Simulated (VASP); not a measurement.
# SnS2 (P-3m1) in VASP: single point with HSE06

Aim: the single point of SnS2 with HSE06.

Everything below comes from runs of VASP 6.6.1. Logs are shortened: lines on timing, memory, paths and dates and some standing lists are left out, and cuts for length are marked.

## 1. The cell of the first run

Symmetry: P-3m1, No. 164, trigonal system. Conventional cell: a = 3.661 Å, b = 3.661 Å, c = 5.962 Å, α = 90.00°, β = 90.00°, γ = 120.00°. Within 3.4 Å of Sn (site symmetry -3m) lie 6 S at 2.57 Å. S (site symmetry 3m) has 3 Sn at 2.57 Å within 3.4 Å.

## 2. Single point, HSE06

Contents of POSCAR:

```
SnS2
1.0
    3.6607452510      0.0000000000      0.0000000000
   -1.8303726255      3.1702983842      0.0000000000
    0.0000000000      0.0000000000      5.9618843037
Sn S
1 2
Direct
    0.0000000000      0.0000000000      0.0000000000
    0.3333333333      0.6666666667      0.2455884213
    0.6666666667      0.3333333333      0.7544115787
```

Contents of INCAR.step1:

```
SYSTEM = SnS2
  ALGO = Normal
  EDIFF = 1E-5
  ENCUT = 400
  GGA = PE
  GGA_COMPAT = .False.
  ISIF = 2
  ISMEAR = 0
  KPAR = 4
  LASPH = .True.
  LCHARG = .False.
  LREAL = .False.
  LWAVE = .True.
  NBANDS = 20
  NELM = 120
  PREC = Accurate
  SIGMA = 0.01
```

Contents of INCAR.step2:

```
SYSTEM = SnS2
  ALGO = Normal
  EDIFF = 1E-6
  ENCUT = 400
  GGA = PE
  GGA_COMPAT = .False.
  HFSCREEN = 0.2079
  ISIF = 2
  ISMEAR = 0
  ISTART = 1
  KPAR = 4
  LASPH = .True.
  LCHARG = .False.
  LHFCALC = .True.
  LREAL = .False.
  LWAVE = .False.
  NBANDS = 20
  NELM = 120
  PREC = Accurate
  PRECFOCK = Normal
  SIGMA = 0.01
```

Contents of KPOINTS:

```
k-points
0
Gamma
  6 6 4
  0 0 0
```

Potentials or basis: VASP PAW PBE potentials, release 64 (Sn_d, S).

Run with:

```
$ cat potpaw_PBE.64/Sn_d/POTCAR potpaw_PBE.64/S/POTCAR > POTCAR
$ cp INCAR.step1 INCAR
$ mpirun -np 4 vasp_std > vasp.out
$ cp INCAR.step2 INCAR
$ mpirun -np 4 vasp_std > vasp.out
```

OUTCAR:

```text
SYSTEM = SnS2
   EDIFF = 1E-6
   ENCUT = 400
   GGA = PE
   HFSCREEN = 0.2079
   ISIF = 2
   ISMEAR = 0
   ISTART = 1
   LASPH = .True.
   LHFCALC = .True.
   LREAL = .False.
   NELM = 120
   PREC = Accurate
   PRECFOCK = Normal

 ion  position               nearest neighbor table
   1  0.000  0.000  0.000-   2 2.57   3 2.57   3 2.57   2 2.57   3 2.57   2 2.57
   2  0.333  0.667  0.246-   1 2.57   1 2.57   1 2.57
   3  0.667  0.333  0.754-   1 2.57   1 2.57   1 2.57

  LATTYP: Found a hexagonal cell.
 ALAT       =     3.6607452510
 C/A-ratio  =     1.6285985216

  Lattice vectors:

 A1 = (   3.6607452510,   0.0000000000,   0.0000000000)
 A2 = (  -1.8303726255,   3.1702983842,   0.0000000000)
 A3 = (   0.0000000000,   0.0000000000,   5.9618843037)

Analysis of symmetry for initial positions (statically):
=====================================================================
 Subroutine PRICEL returns:
 Original cell was already a primitive cell.

 Routine SETGRP: Setting up the symmetry group for a
 hexagonal supercell.

 Subroutine GETGRP returns: Found 12 space group operations
 (whereof 12 operations were pure point group operations)
 out of a pool of 24 trial point group operations.

The static configuration has the point symmetry D_3d.

Analysis of symmetry for dynamics (positions and initial velocities):
=====================================================================
 Subroutine PRICEL returns:
 Original cell was already a primitive cell.

 Routine SETGRP: Setting up the symmetry group for a
 hexagonal supercell.

 Subroutine GETGRP returns: Found 12 space group operations
 (whereof 12 operations were pure point group operations)
 out of a pool of 24 trial point group operations.

The dynamic configuration has the point symmetry D_3d.

 Subroutine INISYM returns: Found 12 space group operations
 (whereof 12 operations are pure point group operations),
 and found     1 'primitive' translations

----------------------------------------------------------------------------------------

                                     Primitive cell

  volume of cell :      69.1916

  direct lattice vectors                    reciprocal lattice vectors
     3.660745251  0.000000000  0.000000000     0.273168421  0.157713861  0.000000000
    -1.830372625  3.170298384  0.000000000     0.000000000  0.315427723  0.000000000
     0.000000000  0.000000000  5.961884304     0.000000000  0.000000000  0.167732205

  length of vectors
     3.660745251  3.660745251  5.961884304     0.315427723  0.315427723  0.167732205

  position of ions in fractional coordinates (direct lattice)
     0.000000000  0.000000000  0.000000000
     0.333333333  0.666666667  0.245588421
     0.666666667  0.333333333  0.754411579

  ion indices of the primitive-cell ions
   primitive index   ion index
                 1           1
                 2           2
                 3           3

----------------------------------------------------------------------------------------

 KPOINTS: k-points

Automatic generation of k-mesh.
 Grid dimensions read from file:
 generate k-points for:    6    6    4

 Generating k-lattice:

  Cartesian coordinates                     Fractional coordinates (reciprocal lattice)
     0.045528070  0.026285644  0.000000000     0.166666667  0.000000000  0.000000000
     0.000000000  0.052571287  0.000000000     0.000000000  0.166666667  0.000000000
     0.000000000  0.000000000  0.041933051     0.000000000  0.000000000  0.250000000

  Length of vectors
     0.052571287  0.052571287  0.041933051

  Shift w.r.t. Gamma in fractional coordinates (k-lattice)
     0.000000000  0.000000000  0.000000000

 Subroutine IBZKPT returns following result:
 ===========================================

 Found     24 irreducible k-points:

 Following reciprocal coordinates:
            Coordinates               Weight
  0.000000  0.000000  0.000000      1.000000
  0.166667  0.000000  0.000000      6.000000
  0.333333  0.000000  0.000000      6.000000
  0.500000  0.000000  0.000000      3.000000
  0.166667  0.166667  0.000000      6.000000
  0.333333  0.166667  0.000000     12.000000
[... 16 lines left out ...]
  0.333333  0.166667  0.500000     12.000000
  0.333333  0.333333  0.500000      2.000000
   k-points           NKPTS =     24   k-points in BZ     NKDIM =    144   number of bands    NBANDS=     20
   number of dos      NEDOS =    301   number of ions     NIONS =      3
   total plane-waves  NPLWV =  23040
   dimension x,y,z NGX =    24 NGY =   24 NGZ =   40
   dimension x,y,z NGXF=    48 NGYF=   48 NGZF=   80
   ions per type =               1   2
   NGX,Y,Z   is equivalent  to a cutoff of  10.90, 10.90, 11.15 a.u.
   NGXF,Y,Z  is equivalent  to a cutoff of  21.80, 21.80, 22.31 a.u.
 SYSTEM =  SnS2
   PREC   = accura    normal or accurate (medium, high low for compatibility)
   ISTART =      1    job   : 0-new  1-cont  2-samecut
   ICHARG =      0    charge: 1-file 2-atom 10-const
   ISPIN  =      1    spin polarized calculation?
   LNONCOLLINEAR =      F non collinear calculations
   LSORBIT =      F    spin-orbit coupling
   LASPH  =      T    aspherical Exc in radial PAW
   ENCUT  =  400.0 eV  29.40 Ry    5.42 a.u.   5.97  5.97  9.72*2*pi/ulx,y,z
   NELM   =    120;   NELMIN=  2; NELMDL=  0     # of ELM steps
   EDIFF  = 0.1E-05   stopping-criterion for ELM
   LREAL  =      F    real-space projection
   EDIFFG = 0.1E-04   stopping-criterion for IOM
   NSW    =      0    number of steps for IOM
   IBRION =     -1    ionic relax: 0-MD 1-quasi-New 2-CG
   NFREE  =      0    steps in history (QN), initial steepest desc. (CG)
   ISIF   =      2    stress and relaxation
   ISYM   =      3    0-nonsym 1-usesym 2-fastsym
   POTIM  = 0.5000    time-step for ionic-motion
   TEBEG  =    0.0;   TEEND  =   0.0 temperature during run
   PSTRESS=    0.0 pullay stress
   NELECT =      26.0000    total number of electrons
   NUPDOWN=      -1.0000    fix difference up-down
   EMIN   =  10.00;   EMAX   =-10.00  energy-range for DOS
   EFERMI =   0.00;   METHOD = LEGACY
   ISMEAR =     0;   SIGMA  =   0.01  broadening in eV -4-tet -1-fermi 0-gaus
   EFERMI_NEDOS =   21; number of points for ismear=-14 and -15
   IALGO  =     38    algorithm
   IMIX   =      1    mixing-type and parameters
     AMIX     =   0.40;   BMIX     =  1.00
     AMIX_MAG =   1.60;   BMIX_MAG =  1.00
  volume/ion in A,a.u.               =      23.06       155.64
  Fermi-wavevector in a.u.,A,eV,Ry     =   1.181358  2.232443 18.988384  1.395607
  Thomas-Fermi vector in A             =   2.317633
   LORBIT       =      0    0 simple, 1 ext, 2 COOP (PROOUT), +10 PAW based schemes
   GGA     = PE    functional components
   LHFCALC =     T    Hartree Fock is set to
   PRECFOCK=normal    Normal, Fast or Accurate (Low or Medium for compatibility)
   ENCUT4O =  -1.0   cutoff for four orbital integrals eV
   NKREDX  =     1    reduce k-point grid by
   NKREDY  =     1    reduce k-point grid by
   NKREDZ  =     1    reduce k-point grid by
   AEXX    =    0.2500 exact exchange contribution
   HFSCREEN=    0.2079 screening length (either q_TF or 0.3 A-1)
   HFSCREENC=   0.2079 screening length for correlation (either q_TF or 0.3 A-1)
   ENCUTFOCK=  -1.0 apply spherical cutoff to Coloumb kernel
   IVDW    =     0    specifies the selected vdW correction
   LEPSILON=     F    determine dielectric tensor
   LRPA    =     F    only Hartree local field effects (RPA)
 non-spin polarized calculation
 Gauss-broadening in eV      SIGMA  =   0.01
  energy-cutoff  :      400.00
  volume of cell :       69.19
 maximum number of plane-waves:      1272
  NGX = 18; NGY = 18; NGZ = 30

 number of electron      26.0000001 magnetization

 Free energy of the ion-electron system (eV)
  ---------------------------------------------------
  ext. energy  EPLUGINS =         0.00000000
  ---------------------------------------------------
  free energy    TOTEN  =       -16.19006215 eV

  energy without entropy =      -16.19006215  energy(sigma->0) =      -16.19006215

 E-fermi :   3.8965     XC(G=0):  -7.8963

 val. band max:        3.7668643703   @ k =   0.0000   0.0000   0.0000
 cond. band min:       6.1630873983   @ k =   0.5000   0.0000   0.2500
 fundamental gap:      2.3962230280
 Fermi energy:         3.8965035689

 k-point     1 :       0.0000    0.0000    0.0000
  band No.  band energies     occupation
      1     -19.0280      2.00000
      2     -19.0280      2.00000
      3     -18.9667      2.00000
      4     -18.9408      2.00000
      5     -18.9408      2.00000
      6     -11.2527      2.00000
[... 12 lines left out ...]
     19      14.5257      0.00000
     20      14.5257      0.00000

 k-point     2 :       0.1667    0.0000    0.0000
  band No.  band energies     occupation
      1     -19.0484      2.00000
      2     -19.0162      2.00000
      3     -18.9571      2.00000
      4     -18.9463      2.00000
      5     -18.9363      2.00000
      6     -10.9218      2.00000
[... 12 lines left out ...]
     19      14.0199      0.00000
     20      14.8511      0.00000

 k-point     3 :       0.3333    0.0000    0.0000
  band No.  band energies     occupation
      1     -19.0931      2.00000
      2     -19.0029      2.00000
      3     -18.9681      2.00000
      4     -18.9232      2.00000
      5     -18.9169      2.00000
      6     -10.0237      2.00000
[... 12 lines left out ...]
     19      14.3803      0.00000
     20      15.3368      0.00000

 k-point     4 :       0.5000    0.0000    0.0000
  band No.  band energies     occupation
      1     -19.1160      2.00000
      2     -19.0007      2.00000
      3     -18.9753      2.00000
      4     -18.9093      2.00000
      5     -18.9024      2.00000
      6      -9.2186      2.00000
[... 429 lines left out ...]
 k-point    23 :       0.3333    0.1667    0.5000
  band No.  band energies     occupation
      1     -19.0942      2.00000
      2     -19.0189      2.00000
      3     -18.9617      2.00000
      4     -18.9234      2.00000
      5     -18.9067      2.00000
      6      -9.2087      2.00000
[... 12 lines left out ...]
     19      14.2768      0.00000
     20      15.2533      0.00000

 k-point    24 :       0.3333    0.3333    0.5000
  band No.  band energies     occupation
      1     -19.0598      2.00000
      2     -19.0598      2.00000
      3     -18.9355      2.00000
      4     -18.9355      2.00000
      5     -18.9155      2.00000
      6      -8.6040      2.00000
[... 12 lines left out ...]
     19      14.5621      0.00000
     20      14.6374      0.00000

------------------------ aborting loop because EDIFF is reached ----------------------------------------

  FORCE on cell =-STRESS in cart. coord.  units (eV):
  Direction    XX          YY          ZZ          XY          YZ          ZX
  --------------------------------------------------------------------------------------
  -------------------------------------------------------------------------------------
  Total       -0.1257145     -0.1257145     -0.0981258     -0.0000000      0.0000000      0.0000000
  in kB       -2.9110046     -2.9110046     -2.2721696     -0.0000000      0.0000000      0.0000000
  external PRESSURE =      -2.6980596 kB  Pullay stress =       0.0000000 kB

 VOLUME and BASIS-vectors are now :
 -----------------------------------------------------------------------------
  energy-cutoff  :      400.00
  volume of cell :       69.19
      direct lattice vectors                 reciprocal lattice vectors
     3.660745251  0.000000000  0.000000000     0.273168421  0.157713861  0.000000000
    -1.830372625  3.170298384  0.000000000     0.000000000  0.315427723  0.000000000
     0.000000000  0.000000000  5.961884304     0.000000000  0.000000000  0.167732205

 POSITION                                       TOTAL-FORCE (eV/Angst)
 -----------------------------------------------------------------------------------
      0.00000      0.00000      0.00000        -0.000000      0.000000      0.000000
     -0.00000      2.11353      1.46417        -0.000000     -0.000000     -0.272533
      1.83037      1.05677      4.49771         0.000000      0.000000      0.272533
 -----------------------------------------------------------------------------------
    total drift:                               -0.000000      0.000000      0.000002

  FREE ENERGIE OF THE ION-ELECTRON SYSTEM (eV)
  ---------------------------------------------------
  free  energy   TOTEN  =       -16.1900621525 eV

  energy  without entropy=      -16.1900621525  energy(sigma->0) =      -16.19006215
```

It took 9.9 min on 4 MPI ranks of AMD EPYC 7R13 (Zen 3), shared host; peak memory 0.25 GiB.

What came out:

| Item | Value |
| --- | --- |
| Free energy | -16.1901 eV |
| Pressure | -0.3 GPa |
| Largest force | 0.273 eV/Å |
| Band gap on the k mesh | 2.40 eV (least direct gap 2.76 eV) |

Forces in eV/Å, atoms in the order of the input:
```
Sn   0.000  0.000  0.000
S    0.000  0.000 -0.273
S    0.000  0.000  0.273
```

Caveat: the PAW data sets were made with another functional, which shifts forces and pressure a little; spin-orbit coupling is left out, which moves the levels of the heavy elements; this functional lacks dispersion, which binds the layers, so the pressure and a relaxed spacing across them are unreliable. A k mesh can miss the band edges.
